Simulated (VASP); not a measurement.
# Sc12F (a cell with a defect) in VASP: single point with PBE

Aim: the single point of Sc12F (a cell with a defect) with PBE.

Everything below comes from runs of VASP 6.6.1. Logs are shortened: lines on timing, memory, paths and dates and some standing lists are left out, and cuts for length are marked.

**1. The cell of the first run**

The cell holds a defect, 13 atoms: a = 6.620 Å, b = 9.930 Å, c = 5.276 Å, α = 90.00°, β = 90.00°, γ = 120.00°.

**2. Single point, PBE**

INCAR reads:

```
SYSTEM = Sc12F
  ALGO = Normal
  EDIFF = 1E-7
  ENCUT = 520
  GGA = PE
  ISIF = 2
  ISMEAR = 0
  LASPH = .True.
  LCHARG = .False.
  LREAL = .False.
  LWAVE = .False.
  NBANDS = 82
  NELM = 60
  PREC = Accurate
  SIGMA = 0.05
```

KPOINTS reads:

```
k-points
0
Gamma
  3 2 3
  0 0 0
```

POSCAR reads:

```
Sc12F
1.0
    6.6200000000      0.0000000000      0.0000000000
   -4.9650000000      8.5996320000      0.0000000000
    0.0000000000      0.0000000000      5.2761400000
Sc F
12 1
Direct
   -0.0115445219     -0.0037594632      0.0034475962
    0.1624228170      0.2276513693      0.4914211905
   -0.0001422419      0.3334413612     -0.0038846581
    0.1650428159      0.5547787394      0.5024806013
    0.0005287592      0.6685201181      0.0019224281
    0.1605919576      0.8806086121      0.4930187599
    0.5053100291     -0.0054625593      0.0039119508
    0.6783357344      0.2263149167      0.4922062341
    0.5105469635      0.3463814498      0.0045364604
    0.6707248771      0.5595356871      0.5030122400
    0.5027008333      0.6678017152      0.0073921465
    0.6642527563      0.8858920940      0.4991453980
    0.3325319937      0.1109584689      0.6676589325
```

Potentials or basis: VASP PAW PBE potentials, release 64 (Sc_sv, F).

Launch:

```console
$ cat potpaw_PBE.64/Sc_sv/POTCAR potpaw_PBE.64/F/POTCAR > POTCAR
$ mpirun -np 1 vasp_std > vasp.out
```

OUTCAR:

```text
SYSTEM = Sc12F
   EDIFF = 1E-7
   ENCUT = 520
   GGA = PE
   ISIF = 2
   ISMEAR = 0
   LASPH = .True.
   LREAL = .False.
   NELM = 60
   PREC = Accurate

 ion  position               nearest neighbor table
   1  0.988  0.996  0.003-  13 2.65   7 3.19  12 3.21  11 3.24  12 3.25   2 3.25   6 3.26   5 3.29
                             3 3.31   6 3.34   2 3.36
   2  0.162  0.228  0.491-  13 2.19   3 3.20   8 3.20   3 3.24   4 3.24   9 3.25   1 3.25  10 3.33
                            12 3.35   1 3.36   9 3.36   8 3.42
   3  1.000  0.333  0.996-   2 3.20   8 3.20   4 3.23   8 3.24   2 3.24   4 3.28   9 3.31   1 3.31
                             9 3.32   7 3.32  11 3.33   5 3.33
   4  0.165  0.555  0.502-   3 3.23   2 3.24   8 3.24   6 3.25  11 3.25   5 3.26   5 3.27   3 3.28
                            11 3.29  10 3.30  12 3.30  10 3.32
   5  0.001  0.669  0.002-   6 3.17   9 3.22  10 3.24   6 3.25  10 3.25   4 3.26   4 3.27   7 3.29
                            11 3.29   1 3.29   3 3.33  11 3.33
   6  0.161  0.881  0.493-  13 2.18   5 3.17  10 3.22   5 3.25   7 3.25   4 3.25   1 3.26  12 3.31
                            12 3.31   7 3.34   1 3.34
   7  0.505  0.995  0.004-  13 2.67   1 3.19  12 3.20  11 3.24  12 3.24   6 3.25   8 3.26   5 3.29
                             3 3.32   6 3.34   8 3.36
   8  0.678  0.226  0.492-  13 2.19   2 3.20   3 3.20   3 3.24   4 3.24   9 3.26   7 3.26  10 3.33
                            12 3.33   7 3.36   9 3.36   2 3.42
   9  0.511  0.346  0.005-  10 3.21  11 3.22  10 3.22   5 3.22   2 3.25   8 3.26   3 3.31   3 3.32
                             8 3.36   2 3.36
  10  0.671  0.560  0.503-   9 3.21   6 3.22   9 3.22  11 3.23   5 3.24   5 3.25  12 3.26  11 3.27
                             4 3.30   4 3.32   2 3.33   8 3.33
  11  0.503  0.668  0.007-  12 3.20   9 3.22  10 3.23   7 3.24   1 3.24   4 3.25  10 3.27  12 3.27
                             5 3.29   4 3.29   3 3.33   5 3.33
  12  0.664  0.886  0.499-   7 3.20  11 3.20   1 3.21   7 3.24   1 3.25  10 3.26  11 3.27   4 3.30
                             6 3.31   6 3.31   8 3.33   2 3.35
  13  0.333  0.111  0.668-   6 2.18   2 2.19   8 2.19   1 2.65   7 2.67

  LATTYP: Found a simple monoclinic cell.
 ALAT       =     6.6200000000
 B/A-ratio  =     0.7970000000
 C/A-ratio  =     1.3228756170
 COS(beta)  =    -0.1889822420

  Lattice vectors:

 A1 = (   6.6200000000,   0.0000000000,   0.0000000000)
 A2 = (   0.0000000000,   0.0000000000,   5.2761400000)
 A3 = (  -1.6550000000,  -8.5996320000,   0.0000000000)

Analysis of symmetry for initial positions (statically):
=====================================================================
 Subroutine PRICEL returns:
 Original cell was already a primitive cell.

 Routine SETGRP: Setting up the symmetry group for a
 simple monoclinic supercell.

[... 162 lines left out ...]
   IMIX   =      4    mixing-type and parameters
     AMIX     =   0.40;   BMIX     =  1.00
     AMIX_MAG =   1.60;   BMIX_MAG =  1.00
  volume/ion in A,a.u.               =      23.11       155.92
  Fermi-wavevector in a.u.,A,eV,Ry     =   1.266276  2.392915 21.816328  1.603455
  Thomas-Fermi vector in A             =   2.399485
   LORBIT       =      0    0 simple, 1 ext, 2 COOP (PROOUT), +10 PAW based schemes
   GGA     = PE    functional components
   LHFCALC =     F    Hartree Fock is set to
   AEXX    =    0.0000 exact exchange contribution
   IVDW    =     0    specifies the selected vdW correction
   LEPSILON=     F    determine dielectric tensor
   LRPA    =     F    only Hartree local field effects (RPA)
 non-spin polarized calculation
 Gauss-broadening in eV      SIGMA  =   0.05
  energy-cutoff  :      520.00
  volume of cell :      300.37
 maximum number of plane-waves:      8103
 NGX is ok and might be reduce to    50
   NGX = 25   NGY = 37   NGZ = 19

 number of electron     139.0000004 magnetization

 Free energy of the ion-electron system (eV)
  ---------------------------------------------------
  ext. energy  EPLUGINS =         0.00000000
  ---------------------------------------------------
  free energy    TOTEN  =       -81.15988624 eV

  energy without entropy =      -81.12862747  energy(sigma->0) =      -81.14425686

 E-fermi :   3.7974     XC(G=0):  -9.9421

 val. band max:        3.7966420084   @ k =   0.3333   0.5000   0.3333
 cond. band min:       3.8020118107   @ k =  -0.3333   0.5000   0.3333
 fundamental gap:      0.0053698023
 Fermi energy:         3.7974037239

 k-point     1 :       0.0000    0.0000    0.0000
  band No.  band energies     occupation
      1     -45.7024      2.00000
      2     -45.6786      2.00000
      3     -45.6702      2.00000
      4     -45.6630      2.00000
      5     -45.6555      2.00000
      6     -45.6457      2.00000
[... 829 lines left out ...]
     80       4.8575      0.00000
     81       4.8862      0.00000
 [bands above 81 left out]

------------------------ aborting loop because EDIFF is reached ----------------------------------------

  FORCE on cell =-STRESS in cart. coord.  units (eV):
  Direction    XX          YY          ZZ          XY          YZ          ZX
  --------------------------------------------------------------------------------------
  -------------------------------------------------------------------------------------
  Total        1.1080533      1.4834221     -0.7628262     -0.0116628      0.2288764      0.0713456
  in kB        5.9104028      7.9126354     -4.0689471     -0.0622099      1.2208362      0.3805604
  external PRESSURE =       3.2513637 kB  Pullay stress =       0.0000000 kB

 VOLUME and BASIS-vectors are now :
 -----------------------------------------------------------------------------
  energy-cutoff  :      520.00
  volume of cell :      300.37
      direct lattice vectors                 reciprocal lattice vectors
     6.620000000  0.000000000  0.000000000     0.151057402  0.087213034  0.000000000
    -4.965000000  8.599632000  0.000000000     0.000000000  0.116284046  0.000000000
     0.000000000  0.000000000  5.276140000     0.000000000  0.000000000  0.189532499

 POSITION                                       TOTAL-FORCE (eV/Angst)
 -----------------------------------------------------------------------------------
      1.59724      8.56730      0.01819         0.069653      0.060681     -0.072477
     -0.05505      1.95772      2.59281         0.042493     -0.062139     -0.099336
      4.96352      2.86747      5.25564         0.005910      0.011339     -0.091980
     -1.66189      4.77089      2.65116         0.002443     -0.004858     -0.067784
     -3.31570      5.74903      0.01014         0.005368     -0.026288     -0.072675
     -3.30910      7.57291      2.60124         0.003417      0.087590     -0.107304
     -1.59273      8.55266      0.02064        -0.072832      0.082698     -0.073231
      3.36693      1.94622      2.59695        -0.040900     -0.062839     -0.100037
      1.66004      2.97875      0.02394        -0.002719     -0.135965     -0.064009
      1.66210      4.81180      2.65396         0.004885     -0.013488     -0.054079
      0.01224      5.74285      0.03900        -0.013099     -0.006127     -0.048249
     -0.00110      7.61835      2.63356        -0.003565      0.041206     -0.072943
      1.65045      0.95420      3.52266        -0.001055      0.028192      0.924104
 -----------------------------------------------------------------------------------
    total drift:                               -0.000140      0.000168     -0.000183

  FREE ENERGIE OF THE ION-ELECTRON SYSTEM (eV)
  ---------------------------------------------------
  free  energy   TOTEN  =       -81.1598862397 eV

  energy  without entropy=      -81.1286274713  energy(sigma->0) =      -81.14425686
```

OSZICAR:

```text
N       E                     dE             d eps       ncg     rms          rms(c)
DAV:   1     0.326693277133E+04    0.32669E+04   -0.59267E+04  1640   0.180E+03
DAV:   2     0.234729527593E+03   -0.30322E+04   -0.30054E+04  2360   0.855E+02
DAV:   3    -0.644001103062E+02   -0.29913E+03   -0.29120E+03  2756   0.356E+02
DAV:   4    -0.891385287045E+02   -0.24738E+02   -0.23514E+02  2720   0.741E+01
[... 13 lines left out ...]
DAV:  18    -0.811598872234E+02    0.10753E-05   -0.24543E-05  2232   0.353E-02    0.664E-03
DAV:  19    -0.811598867363E+02    0.48715E-06   -0.92417E-06  2304   0.212E-02    0.318E-03
DAV:  20    -0.811598863432E+02    0.39307E-06   -0.16141E-06  2200   0.932E-03    0.127E-03
DAV:  21    -0.811598862415E+02    0.10173E-06   -0.15631E-07  1128   0.375E-03    0.848E-04
DAV:  22    -0.811598862397E+02    0.17608E-08   -0.10900E-07  1160   0.304E-03
   1 F= -.81159886E+02 E0= -.81144257E+02  d E =-.312588E-01
```

stdout:

```text
POSCAR found type information on POSCAR ScF
 POSCAR found :  2 types and      13 ions
 scaLAPACK will be used
 LDA part: xc-table for (Slater+PW92), standard interpolation
 -----------------------------------------------------------------------------
|                                                                             |
|           W    W    AA    RRRRR   N    N  II  N    N   GGGG   !!!           |
|           W    W   A  A   R    R  NN   N  II  NN   N  G    G  !!!           |
|           W    W  A    A  R    R  N N  N  II  N N  N  G       !!!           |
|           W WW W  AAAAAA  RRRRR   N  N N  II  N  N N  G  GGG   !            |
|           WW  WW  A    A  R   R   N   NN  II  N   NN  G    G                |
|           W    W  A    A  R    R  N    N  II  N    N   GGGG   !!!           |
|                                                                             |
|     Your reciprocal lattice and k-lattice belong to different lattice       |
|     classes:                                                                |
|                                                                             |
|        The reciprocal lattice is simple monoclinic,                         |
|        whereas your k-lattice is hexagonal.                                 |
|                                                                             |
|     Results are often still useful ...                                      |
|                                                                             |
 -----------------------------------------------------------------------------

 POSCAR, INCAR and KPOINTS ok, starting setup
 FFT: planning ... GRIDC
 FFT: planning ... GRID_SOFT
 FFT: planning ... GRID
 WAVECAR not read
 entering main loop
```

Run time: 18 min. Hardware: 1 thread of Oxide Virtual Turin-like, shared host; peak memory 0.45 GiB.

What came out:

```yaml
Free_energy: -81.1599 eV
Pressure: 0.3 GPa
Largest_force: 0.925 eV/Å
Band_gap_on_the_k_mesh: zero (an odd number of electrons rules out a gap without spin polarisation)
```

Forces on the atoms (eV/Å):
```
Sc   0.070  0.061 -0.072
Sc   0.042 -0.062 -0.099
Sc   0.006  0.011 -0.092
Sc   0.002 -0.005 -0.068
Sc   0.005 -0.026 -0.073
Sc   0.003  0.088 -0.107
Sc  -0.073  0.083 -0.073
Sc  -0.041 -0.063 -0.100
Sc  -0.003 -0.136 -0.064
Sc   0.005 -0.013 -0.054
Sc  -0.013 -0.006 -0.048
Sc  -0.004  0.041 -0.073
F   -0.001  0.028  0.924
```

Levels at points of the mesh, in eV from the Fermi level:
```csv
k point,band 67,band 68,band 69,band 70,band 71,band 72
"(0.00, 0.00, 0.00)",-0.46,-0.38,-0.34,-0.28,-0.24,-0.02
"(0.00, 0.50, 0.00)",-0.42,-0.35,-0.32,-0.30,-0.24,-0.05
```

Caveat: the k points lie up to 0.40 Å⁻¹ apart, too coarse for converged energies and pressures of a metal.
